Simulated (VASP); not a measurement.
# K8MgZn7F24 (P1) in VASP: further runs, part 2 of 2

VASP 6.6.1. Earlier steps stand in the parts before.

## 3. Relaxation of volume and atoms at fixed shape, PBEsol

Input file INCAR:

```
  PREC = Accurate
  ENCUT = 700
  EDIFF = 1E-7
  ISMEAR = -1
  SIGMA = 0.05
  LREAL = Auto
  LASPH = T
  NELM = 120
  ALGO = Normal
  ISIF = 8
  LWAVE = F
  LCHARG = F
  GGA = PS
  IBRION = 2
  NSW = 100
  EDIFFG = -0.03
  ISYM = -1
  GGA_COMPAT = F
  NELMIN = 4
```

Input file KPOINTS:

```
explicit points
1
Reciprocal
  0.25000000   0.25000000   0.25000000 1
```

Input file POSCAR:

```
K8MgZn7F24
1.0
    8.0898880000      0.0000000000      0.0000000000
    0.0000000000      8.0898880000      0.0000000000
    0.0000000000      0.0000000000      8.0898880000
K Zn Mg F
8 7 1 24
Direct
    0.0031940000      0.9937320000      0.9987760000
    0.9984030000      0.9982080000      0.4970420000
    0.0049190000      0.5034140000      0.0014410000
    0.0003380000      0.5016770000      0.4982270000
    0.4987500000      0.9971260000      0.9977920000
    0.5006530000      0.0050130000      0.5017640000
    0.5027690000      0.5014840000      0.9939140000
    0.5003840000      0.4997100000      0.5029180000
    0.2520580000      0.2491840000      0.2491390000
    0.2507900000      0.2503870000      0.7493380000
    0.2475510000      0.7492490000      0.2511070000
    0.7444470000      0.2504300000      0.2503190000
    0.7483030000      0.2480010000      0.7503820000
    0.7513740000      0.7500820000      0.2524110000
    0.7468270000      0.7498400000      0.7483070000
    0.2574700000      0.7518110000      0.7537280000
    0.2552820000      0.2506590000      0.9988490000
    0.2508030000      0.2483530000      0.4991360000
    0.2496120000      0.7514710000      0.0048660000
    0.2522060000      0.7510910000      0.5015730000
    0.7509450000      0.2469300000      0.9998210000
    0.7540310000      0.2475120000      0.5043090000
    0.7440530000      0.7476450000      0.9975000000
    0.7513610000      0.7477240000      0.5023140000
    0.9980460000      0.2476920000      0.2516910000
    0.9994630000      0.2503460000      0.7513500000
    0.9982570000      0.7482850000      0.2501240000
    0.9970070000      0.7551690000      0.7490670000
    0.5049950000      0.2492820000      0.2504040000
    0.5007420000      0.2485210000      0.7484370000
    0.4996550000      0.7527160000      0.2485680000
    0.4985460000      0.7513040000      0.7431270000
    0.2471410000      0.0019940000      0.2527260000
    0.2539430000      0.0017290000      0.7478780000
    0.2543990000      0.5018980000      0.2462670000
    0.2495210000      0.4976790000      0.7574300000
    0.7495540000      0.0005890000      0.2483240000
    0.7505930000      0.9998730000      0.7509450000
    0.7458410000      0.4952450000      0.2504800000
    0.7501190000      0.4970400000      0.7491930000
```

Potentials or basis: VASP PAW PBE potentials, release 64 (K_sv, Zn, Mg, F).

Run with:

```bash
cat potpaw_PBE.64/K_sv/POTCAR potpaw_PBE.64/Zn/POTCAR potpaw_PBE.64/Mg/POTCAR potpaw_PBE.64/F/POTCAR > POTCAR
mpirun -np 1 vasp_std > vasp.out
```

OUTCAR:

```text
PREC = Accurate
   ENCUT = 700
   EDIFF = 1E-7
   ISMEAR = -1
   LREAL = Auto
   LASPH = T
   NELM = 120
   ISIF = 8
   GGA = PS
   IBRION = 2
   NSW = 100
   EDIFFG = -0.03
   ISYM = -1
   NELMIN = 4

 ion  position               nearest neighbor table
   1  0.003  0.994  0.999-  28 2.79  19 2.80  27 2.84  33 2.85  16 3.46
   2  0.998  0.998  0.497-  33 2.82  22 2.82  25 2.83  28 2.83  27 2.84  37 2.85  24 2.85  16 3.56

   3  0.005  0.503  0.001-  36 2.80  19 2.82  27 2.82  35 2.83  16 3.50
   4  0.000  0.502  0.498-  27 2.83  24 2.83  16 3.56
   5  0.499  0.997  0.998-  34 2.83  23 2.83  19 2.83  31 2.83  17 2.84  38 2.85  16 3.41
   6  0.501  0.005  0.502-  30 2.80  34 2.82  18 2.82  32 2.83  29 2.84  22 2.84  38 2.86  16 3.50

   7  0.503  0.501  0.994-  23 2.79  36 2.80  40 2.82  17 2.85  30 2.85  16 3.44
[... 593 lines left out ...]
  free energy    TOTEN  =      -174.72458067 eV

  energy without entropy =     -174.72458067  energy(sigma->0) =     -174.72458067

 E-fermi :   0.0720     XC(G=0): -10.0950

 val. band max:       -1.1748020129   @ k =   0.2500   0.2500   0.2500
 cond. band min:       3.7954871861   @ k =   0.2500   0.2500   0.2500
 fundamental gap:      4.9702891990
 Fermi energy:         0.0719860339

 k-point     1 :       0.2500    0.2500    0.2500
  band No.  band energies     occupation
      1     -27.7245      2.00000
      2     -27.7105      2.00000
      3     -27.7083      2.00000
      4     -27.7077      2.00000
      5     -27.6978      2.00000
      6     -27.6965      2.00000
[... 167 lines left out ...]
    174       8.0691      0.00000
    175       8.0708      0.00000
 [bands above 175 left out]

------------------------ aborting loop because EDIFF is reached ----------------------------------------

  FORCE on cell =-STRESS in cart. coord.  units (eV):
  Direction    XX          YY          ZZ          XY          YZ          ZX
  --------------------------------------------------------------------------------------
  -------------------------------------------------------------------------------------
  Total       -0.0136775     -0.0229651     -0.0475294     -0.2280292     -0.2080730     -0.2112770
  in kB       -0.0413124     -0.0693650     -0.1435606     -0.6887524     -0.6284754     -0.6381533
  external PRESSURE =      -0.0847460 kB  Pullay stress =       0.0000000 kB
[... 55 lines left out ...]
  FREE ENERGIE OF THE ION-ELECTRON SYSTEM (eV)
  ---------------------------------------------------
  free  energy   TOTEN  =      -174.7245806720 eV

  energy  without entropy=     -174.7245806719  energy(sigma->0) =     -174.72458067

 reached required accuracy - stopping structural energy minimisation
```

CONTCAR:

```text
K8MgZn7F24
   1.00000000000000
     8.0949213518433663    0.0000000000000000    0.0000000000000000
     0.0000000000000000    8.0949213518433663    0.0000000000000000
     0.0000000000000000    0.0000000000000000    8.0949213518433663
  K               Zn              Mg              F
     8     7     1    24
Direct
     0.0005270691240765    0.9995404587153215    0.9999283631876128
     0.0002654384778581    0.9994801413534131    0.4998068050269499
     0.0008348474066264    0.4998641863180046    0.0001408927202774
     0.0004514903972220    0.4996980987565590    0.5000553050872533
     0.5001882477770645    0.9994021231493911    0.9998081002872525
     0.5001911210873562    0.0000437538555612    0.5002370389090970
[... 32 lines left out ...]
     0.7487881583953332    0.4994077520612126    0.2501778953755815
     0.7512733703136203    0.4997901734993918    0.7496523792146425

  0.00000000E+00  0.00000000E+00  0.00000000E+00
  0.00000000E+00  0.00000000E+00  0.00000000E+00
  0.00000000E+00  0.00000000E+00  0.00000000E+00
  0.00000000E+00  0.00000000E+00  0.00000000E+00
  0.00000000E+00  0.00000000E+00  0.00000000E+00
  0.00000000E+00  0.00000000E+00  0.00000000E+00
[... 32 lines left out ...]
  0.00000000E+00  0.00000000E+00  0.00000000E+00
  0.00000000E+00  0.00000000E+00  0.00000000E+00
```

It took 62 min on 1 thread of Intel Xeon Platinum 8375C at 2.90GHz (Ice Lake), shared host; peak memory 0.87 GiB.

Results:

```yaml
Free_energy: -174.7246 eV
Relaxed_volume: 13.26 Å³/atom
Relaxed_cell: a = 8.095 Å, b = 8.095 Å, c = 8.095 Å, α = 90.00°, β = 90.00°, γ = 90.00°
Space_group_after_relaxing_to_0.1_Å: Pm-3m (No. 221)
Energy_gained_by_relaxing: 5.7 meV/atom
Ionic_steps: 12
Pressure_after_relaxing: 0.0 GPa
Largest_force_after_relaxing: 0.015 eV/Å
Band_gap_on_the_k_mesh: 4.97 eV
```

Forces in eV/Å, atoms in the order of the input:
```
K    0.002 -0.003 -0.001
K    0.005 -0.003  0.003
K   -0.001  0.000 -0.002
K    0.005 -0.001  0.003
K    0.002 -0.003  0.000
K    0.002 -0.005  0.003
K    0.000  0.000 -0.001
K    0.002  0.000  0.002
Zn   0.002  0.000 -0.006
Zn  -0.006 -0.001 -0.005
Zn   0.001  0.002 -0.001
Zn   0.005  0.003  0.001
Zn  -0.005 -0.001  0.003
Zn   0.006  0.004  0.004
Zn   0.005  0.000  0.001
Mg   0.005  0.001  0.002
F   -0.003 -0.002 -0.009
F    0.000 -0.008  0.003
F    0.000 -0.002 -0.006
F    0.008 -0.001  0.006
F   -0.004  0.003  0.006
F   -0.004  0.006 -0.010
F   -0.001  0.009  0.000
F   -0.003  0.003 -0.002
F   -0.005 -0.003  0.002
F   -0.006 -0.002 -0.002
F    0.006  0.004  0.004
F   -0.010 -0.001  0.000
F   -0.015  0.003 -0.003
F   -0.001 -0.005  0.003
F   -0.001 -0.001 -0.001
F    0.009  0.001  0.001
F    0.007 -0.002 -0.006
F   -0.002  0.000  0.006
F    0.003 -0.006  0.004
F    0.000 -0.005 -0.005
F   -0.003  0.006  0.000
F   -0.002  0.001  0.001
F    0.000  0.004  0.002
F   -0.004  0.004  0.000
```

The path:
| step | energy change (eV) | largest force (eV/Å) | pressure (GPa) | volume (Å³) |
| --- | --- | --- | --- | --- |
| 1 | 0.0000 | 0.7802 | 0.40 | 529.45 |
| 2 | -0.1763 | 0.3276 | -0.19 | 531.98 |
| 3 | -0.1903 | 0.1770 | -0.36 | 532.95 |
| 4 | -0.2069 | 0.0957 | -0.04 | 530.69 |
| 5 | -0.2097 | 0.1151 | 0.20 | 529.09 |
| 6 | -0.2176 | 0.0833 | 0.11 | 529.67 |
| 7 | -0.2231 | 0.1027 | -0.03 | 530.60 |
| 8 | -0.2258 | 0.0306 | -0.01 | 530.49 |
| 9 | -0.2258 | 0.0379 | -0.01 | 530.48 |
| 10 | -0.2267 | 0.0310 | 0.01 | 530.35 |
| 11 | -0.2273 | 0.0386 | 0.04 | 530.11 |
| 12 | -0.2278 | 0.0155 | -0.01 | 530.44 |

Final structure:
```
K Zn Mg F
1.0
     8.09492    0.00000    0.00000
     0.00000    8.09492    0.00000
     0.00000    0.00000    8.09492
K Zn Mg F
8 7 1 24
Direct
  0.00053 0.99954 0.99993
  0.00027 0.99948 0.49981
  0.00083 0.49986 0.00014
  0.00045 0.49970 0.50006
  0.50019 0.99940 0.99981
  0.50019 0.00004 0.50024
  0.50051 0.49962 0.99975
  0.50045 0.49990 0.50016
  0.25044 0.25000 0.25031
  0.25077 0.25009 0.75026
  0.24999 0.74994 0.25009
  0.75041 0.24937 0.24994
  0.75089 0.24961 0.74997
  0.74993 0.74934 0.24989
  0.75020 0.74956 0.74992
  0.25010 0.75001 0.74999
  0.25162 0.24894 0.00014
  0.24981 0.25173 0.50036
  0.25056 0.75112 0.99673
  0.24914 0.74921 0.50334
  0.74996 0.24951 0.99977
  0.75159 0.24889 0.50020
  0.74926 0.74867 0.99963
  0.75098 0.74952 0.50022
  0.00046 0.25117 0.24928
  0.00114 0.24955 0.75101
  0.00011 0.74836 0.24909
  0.00376 0.75052 0.75080
  0.50053 0.24838 0.25104
  0.50045 0.25056 0.74907
  0.49981 0.75113 0.25069
  0.49665 0.74935 0.74910
  0.24857 0.99978 0.25142
  0.25075 0.99666 0.74877
  0.25136 0.50026 0.24892
  0.25017 0.50353 0.75149
  0.75151 0.99928 0.24962
  0.74994 0.99932 0.75022
  0.74879 0.49941 0.25018
  0.75127 0.49979 0.74965
```

Caveat: the PAW data sets were made with another functional, which shifts forces and pressure a little; a shifted mesh leaves out Γ, where band edges can lie. A k mesh can miss the band edges.
